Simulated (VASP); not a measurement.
# Ta4C in VASP: single point with PBE

Aim: the single point of Ta4C with PBE.

Everything below comes from runs of VASP 6.6.1. Logs are shortened: lines on timing, memory, paths and dates and some standing lists are left out, and cuts for length are marked.

**1. The cell of the first run**

The cell holds a slab with vacuum, 5 atoms: a = 3.319 Å, b = 3.319 Å, c = 20.300 Å, α = 90.00°, β = 90.00°, γ = 90.00°.

**2. Single point, PBE**

INCAR

```
  ALGO = Normal
  DIPOL = 0.5 0.5 0.351
  EDIFF = 1E-6
  ENCUT = 520
  GGA = PE
  IDIPOL = 3
  ISIF = 2
  ISMEAR = 0
  LASPH = T
  LCHARG = T
  LDIPOL = T
  LELF = T
  LREAL = F
  LVACPOTAV = T
  LVHAR = T
  LWAVE = F
  NBANDS = 32
  NELM = 60
  PREC = Accurate
  SIGMA = 0.1
```

KPOINTS

```
k-points
0
Gamma
  8 8 1
```

POSCAR

```
Ta4C
1.0
    3.3189671341      0.0000000000      0.0000000000
    0.0000000000      3.3189671341      0.0000000000
    0.0000000000      0.0000000000     20.2996559613
Ta C
4 1
Direct
    0.5000000000      0.5000000000      0.1970476745
    0.0000000000      0.0000000000      0.2787970189
    0.5000000000      0.5000000000      0.3599139055
    0.0000000000      0.0000000000      0.4334879359
    0.0000000000      0.5000000000      0.4864579773
```

Potentials or basis: VASP PAW PBE potentials, release 64 (Ta_pv, C).

Command:

```
cat potpaw_PBE.64/Ta_pv/POTCAR potpaw_PBE.64/C/POTCAR > POTCAR
mpirun -np 1 vasp_std > vasp.out
```

OUTCAR:

```text
EDIFF = 1E-6
   ENCUT = 520
   GGA = PE
   ISIF = 2
   ISMEAR = 0
   LASPH = T
   LREAL = F
   NELM = 60
   PREC = Accurate

 ion  position               nearest neighbor table
   1  0.500  0.500  0.197-   2 2.87   2 2.87   2 2.87   2 2.87   3 3.31
   2  0.000  0.000  0.279-   3 2.87   3 2.87   3 2.87   3 2.87   1 2.87   1 2.87   1 2.87   1 2.87
                             4 3.14
   3  0.500  0.500  0.360-   4 2.78   4 2.78   4 2.78   4 2.78   2 2.87   2 2.87   2 2.87   2 2.87
                             1 3.31
   4  0.000  0.000  0.433-   5 1.98   5 1.98   3 2.78   3 2.78   3 2.78   3 2.78   2 3.14
   5  0.000  0.500  0.486-   4 1.98   4 1.98

  LATTYP: Found a simple tetragonal cell.
 ALAT       =     3.3189671341
 C/A-ratio  =     6.1162569984

  Lattice vectors:

 A1 = (   3.3189671341,   0.0000000000,   0.0000000000)
 A2 = (   0.0000000000,   3.3189671341,   0.0000000000)
 A3 = (   0.0000000000,   0.0000000000,  20.2996559613)

Analysis of symmetry for initial positions (statically):
=====================================================================
 Subroutine PRICEL returns:
 Original cell was already a primitive cell.

 Routine SETGRP: Setting up the symmetry group for a
 simple tetragonal supercell.

 Subroutine GETGRP returns: Found  4 space group operations
 (whereof  4 operations were pure point group operations)
 out of a pool of 16 trial point group operations.

The static configuration has the point symmetry C_2v.

Analysis of symmetry for dynamics (positions and initial velocities):
=====================================================================
 Subroutine PRICEL returns:
 Original cell was already a primitive cell.

 Routine SETGRP: Setting up the symmetry group for a
 simple tetragonal supercell.

 Subroutine GETGRP returns: Found  4 space group operations
 (whereof  4 operations were pure point group operations)
 out of a pool of 16 trial point group operations.

The dynamic configuration has the point symmetry C_2v.

 Subroutine INISYM returns: Found  4 space group operations
 (whereof  4 operations are pure point group operations),
 and found     1 'primitive' translations

----------------------------------------------------------------------------------------

                                     Primitive cell

  volume of cell :     223.6117

  direct lattice vectors                    reciprocal lattice vectors
     3.318967134  0.000000000  0.000000000     0.301298555  0.000000000  0.000000000
     0.000000000  3.318967134  0.000000000     0.000000000  0.301298555  0.000000000
     0.000000000  0.000000000 20.299655961     0.000000000  0.000000000  0.049261919

  length of vectors
     3.318967134  3.318967134 20.299655961     0.301298555  0.301298555  0.049261919

  position of ions in fractional coordinates (direct lattice)
     0.500000000  0.500000000  0.197047674
     0.000000000  0.000000000  0.278797019
     0.500000000  0.500000000  0.359913906
     0.000000000  0.000000000  0.433487936
     0.000000000  0.500000000  0.486457977

  ion indices of the primitive-cell ions
   primitive index   ion index
                 1           1
                 2           2
                 3           3
                 4           4
                 5           5

----------------------------------------------------------------------------------------

 KPOINTS: k-points

Automatic generation of k-mesh.
 Grid dimensions read from file:
 generate k-points for:    8    8    1

 Generating k-lattice:

  Cartesian coordinates                     Fractional coordinates (reciprocal lattice)
     0.037662319  0.000000000  0.000000000     0.125000000  0.000000000  0.000000000
     0.000000000  0.037662319  0.000000000     0.000000000  0.125000000  0.000000000
     0.000000000  0.000000000  0.049261919     0.000000000  0.000000000  1.000000000

  Length of vectors
     0.037662319  0.037662319  0.049261919

  Shift w.r.t. Gamma in fractional coordinates (k-lattice)
     0.000000000  0.000000000  0.000000000

 Subroutine IBZKPT returns following result:
 ===========================================

 Found     25 irreducible k-points:

 Following reciprocal coordinates:
            Coordinates               Weight
  0.000000  0.000000  0.000000      1.000000
  0.125000  0.000000  0.000000      2.000000
  0.000000  0.125000  0.000000      2.000000
  0.250000  0.000000  0.000000      2.000000
  0.000000  0.250000  0.000000      2.000000
  0.375000  0.000000  0.000000      2.000000
[... 16 lines left out ...]
  0.500000  0.375000  0.000000      2.000000
 -0.375000  0.500000  0.000000      2.000000
   k-points           NKPTS =     25   k-points in BZ     NKDIM =     25   number of bands    NBANDS=     32
   number of dos      NEDOS =    301   number of ions     NIONS =      5
   total plane-waves  NPLWV = 125440
   dimension x,y,z NGX =    28 NGY =   28 NGZ =  160
   dimension x,y,z NGXF=    56 NGYF=   56 NGZF=  320
   ions per type =               4   1
   NGX,Y,Z   is equivalent  to a cutoff of  14.03, 14.03, 13.10 a.u.
   NGXF,Y,Z  is equivalent  to a cutoff of  28.05, 28.05, 26.21 a.u.
 SYSTEM =  unknown system
   PREC   = accura    normal or accurate (medium, high low for compatibility)
   ISTART =      0    job   : 0-new  1-cont  2-samecut
   ICHARG =      2    charge: 1-file 2-atom 10-const
   ISPIN  =      1    spin polarized calculation?
   LNONCOLLINEAR =      F non collinear calculations
   LSORBIT =      F    spin-orbit coupling
   LASPH  =      T    aspherical Exc in radial PAW
   ENCUT  =  520.0 eV  38.22 Ry    6.18 a.u.   6.17  6.17 37.74*2*pi/ulx,y,z
   NELM   =     60;   NELMIN=  2; NELMDL= -5     # of ELM steps
   EDIFF  = 0.1E-05   stopping-criterion for ELM
   LREAL  =      F    real-space projection
   EDIFFG = 0.1E-04   stopping-criterion for IOM
   NSW    =      0    number of steps for IOM
   IBRION =     -1    ionic relax: 0-MD 1-quasi-New 2-CG
   NFREE  =      0    steps in history (QN), initial steepest desc. (CG)
   ISIF   =      2    stress and relaxation
   ISYM   =      2    0-nonsym 1-usesym 2-fastsym
   POTIM  = 0.5000    time-step for ionic-motion
   TEBEG  =    0.0;   TEEND  =   0.0 temperature during run
   PSTRESS=    0.0 pullay stress
   NELECT =      48.0000    total number of electrons
   NUPDOWN=      -1.0000    fix difference up-down
   EMIN   =  10.00;   EMAX   =-10.00  energy-range for DOS
   EFERMI =   0.00;   METHOD = LEGACY
   ISMEAR =     0;   SIGMA  =   0.10  broadening in eV -4-tet -1-fermi 0-gaus
   EFERMI_NEDOS =   21; number of points for ismear=-14 and -15
   IALGO  =     38    algorithm
   IMIX   =      4    mixing-type and parameters
     AMIX     =   0.40;   BMIX     =  1.00
     AMIX_MAG =   1.60;   BMIX_MAG =  1.00
  volume/ion in A,a.u.               =      44.72       301.80
  Fermi-wavevector in a.u.,A,eV,Ry     =   0.980220  1.852348 13.072912  0.960832
  Thomas-Fermi vector in A             =   2.111134
   LORBIT       =      0    0 simple, 1 ext, 2 COOP (PROOUT), +10 PAW based schemes
   GGA     = PE    functional components
   LHFCALC =     F    Hartree Fock is set to
   AEXX    =    0.0000 exact exchange contribution
   IVDW    =     0    specifies the selected vdW correction
   LEPSILON=     F    determine dielectric tensor
   LRPA    =     F    only Hartree local field effects (RPA)
 non-spin polarized calculation
 Gauss-broadening in eV      SIGMA  =   0.10
  energy-cutoff  :      520.00
  volume of cell :      223.61
 maximum number of plane-waves:      6059
 NGX is ok and might be reduce to    28
   NGX = 13   NGY = 13   NGZ = 75

 dipolmoment           0.000000      0.000000     -0.019282 electrons x Angstroem

 number of electron      47.9999995 magnetization

 dipolmoment           0.000000      0.000000      0.138234 electrons x Angstroem

 Free energy of the ion-electron system (eV)
  ---------------------------------------------------
  ext. energy  EPLUGINS =         0.00000000
  ---------------------------------------------------
  free energy    TOTEN  =       -51.16774513 eV

  energy without entropy =      -51.14926380  energy(sigma->0) =      -51.15850447

 E-fermi :  -1.1398     XC(G=0):  -5.5071

 val. band max:       -1.1430005086   @ k =  -0.2500   0.3750   0.0000
 cond. band min:      -1.1289267012   @ k =   0.0000   0.2500   0.0000
 fundamental gap:      0.0140738074
 Fermi energy:        -1.1397886142

 k-point     1 :       0.0000    0.0000    0.0000
  band No.  band energies     occupation
      1     -36.0618      2.00000
      2     -35.9075      2.00000
      3     -35.8776      2.00000
      4     -35.4483      2.00000
      5     -35.4093      2.00000
      6     -35.3329      2.00000
[... 24 lines left out ...]
     31       1.4527      0.00000
     32       2.1908      0.00000

 k-point     2 :       0.1250    0.0000    0.0000
  band No.  band energies     occupation
      1     -36.0672      2.00000
      2     -35.9118      2.00000
      3     -35.8994      2.00000
      4     -35.4945      2.00000
      5     -35.4372      2.00000
      6     -35.3065      2.00000
[... 24 lines left out ...]
     31       1.3879      0.00000
     32       1.7241      0.00000

 k-point     3 :       0.0000    0.1250    0.0000
  band No.  band energies     occupation
      1     -36.0661      2.00000
      2     -35.9423      2.00000
      3     -35.8685      2.00000
      4     -35.4791      2.00000
      5     -35.3849      2.00000
      6     -35.3837      2.00000
[... 24 lines left out ...]
     31       1.4417      0.00000
     32       1.5229      0.00000

 k-point     4 :       0.2500    0.0000    0.0000
  band No.  band energies     occupation
      1     -36.0837      2.00000
      2     -35.9899      2.00000
      3     -35.8798      2.00000
      4     -35.5789      2.00000
      5     -35.5122      2.00000
      6     -35.2312      2.00000
[... 654 lines left out ...]
     31       2.3384      0.00000
     32       2.8377      0.00000

 k-point    23 :       0.5000    0.3750    0.0000
  band No.  band energies     occupation
      1     -36.0988      2.00000
      2     -36.0780      2.00000
      3     -35.9972      2.00000
      4     -35.7117      2.00000
      5     -35.6117      2.00000
      6     -35.3604      2.00000
[... 24 lines left out ...]
     31       2.2619      0.00000
     32       2.8936      0.00000

 k-point    24 :      -0.3750    0.5000    0.0000
  band No.  band energies     occupation
      1     -36.1158      2.00000
      2     -36.0670      2.00000
      3     -35.9903      2.00000
      4     -35.6837      2.00000
      5     -35.6465      2.00000
      6     -35.3521      2.00000
[... 24 lines left out ...]
     31       1.9632      0.00000
     32       2.6352      0.00000

 [... further k-points ...]

------------------------ aborting loop because EDIFF is reached ----------------------------------------

  FORCE on cell =-STRESS in cart. coord.  units (eV):
  Direction    XX          YY          ZZ          XY          YZ          ZX
  --------------------------------------------------------------------------------------
  -------------------------------------------------------------------------------------
  Total       -0.6008799      3.6470024      0.3182611      0.0000000      0.0000000      0.0000000
  in kB       -4.3053028     26.1307605      2.2803400      0.0000000      0.0000000      0.0000000
  external PRESSURE =       8.0352659 kB  Pullay stress =       0.0000000 kB

 VOLUME and BASIS-vectors are now :
 -----------------------------------------------------------------------------
  energy-cutoff  :      520.00
  volume of cell :      223.61
      direct lattice vectors                 reciprocal lattice vectors
     3.318967134  0.000000000  0.000000000     0.301298555  0.000000000  0.000000000
     0.000000000  3.318967134  0.000000000     0.000000000  0.301298555  0.000000000
     0.000000000  0.000000000 20.299655961     0.000000000  0.000000000  0.049261919

 POSITION                                       TOTAL-FORCE (eV/Angst)
 -----------------------------------------------------------------------------------
      1.65948      1.65948      4.00000         0.000000      0.000000      1.136521
      0.00000      0.00000      5.65948         0.000000      0.000000     -1.221030
      1.65948      1.65948      7.30613         0.000000      0.000000     -1.260078
      0.00000      0.00000      8.79966         0.000000      0.000000      1.271713
      0.00000      1.65948      9.87493         0.000000      0.000000      0.072874
 -----------------------------------------------------------------------------------
    total drift:                                0.000000      0.000000      0.000085

  FREE ENERGIE OF THE ION-ELECTRON SYSTEM (eV)
  ---------------------------------------------------
  free  energy   TOTEN  =       -51.1677451286 eV

  energy  without entropy=      -51.1492638039  energy(sigma->0) =      -51.15850447

 vacuum level on the upper side and lower side of the slab         5.124         2.854
```

Wall time 4 min (1 thread of Intel Xeon 6975P-C (Granite Rapids), shared host); peak memory 0.42 GiB.

Results:

```yaml
Free_energy: -51.1677 eV
Largest_force: 1.272 eV/Å
Band_gap_on_the_k_mesh: zero (bands 24 and 25 overlap by 0.49 eV)
```

Forces in eV/Å, atoms in the order of the input:
```
Ta   0.000  0.000  1.137
Ta   0.000  0.000 -1.221
Ta   0.000  0.000 -1.260
Ta   0.000  0.000  1.272
C    0.000  0.000  0.073
```

Levels at points of the mesh, in eV from the Fermi level:
| k point | band 20 | band 21 | band 22 | band 23 | band 24 | band 25 | band 26 | band 27 | band 28 | band 29 |
| --- | --- | --- | --- | --- | --- | --- | --- | --- | --- | --- |
| (0.00, 0.00, 0.00) | -2.47 | -0.58 | -0.11 | -0.08 | 0.35 | 0.35 | 0.43 | 0.79 | 1.08 | 1.68 |
| (0.50, 0.00, 0.00) | -1.49 | -1.46 | -0.80 | -0.69 | -0.14 | 0.15 | 0.85 | 0.93 | 1.48 | 2.04 |
| (0.00, 0.50, 0.00) | -1.53 | -1.06 | -1.03 | -0.71 | -0.10 | 0.21 | 0.35 | 0.89 | 1.70 | 2.00 |
| (0.50, 0.50, 0.00) | -1.68 | -1.57 | -0.97 | -0.57 | -0.40 | 0.92 | 1.86 | 2.07 | 2.27 | 2.63 |

Caveat: spin-orbit coupling is left out, which moves the levels of the heavy elements.
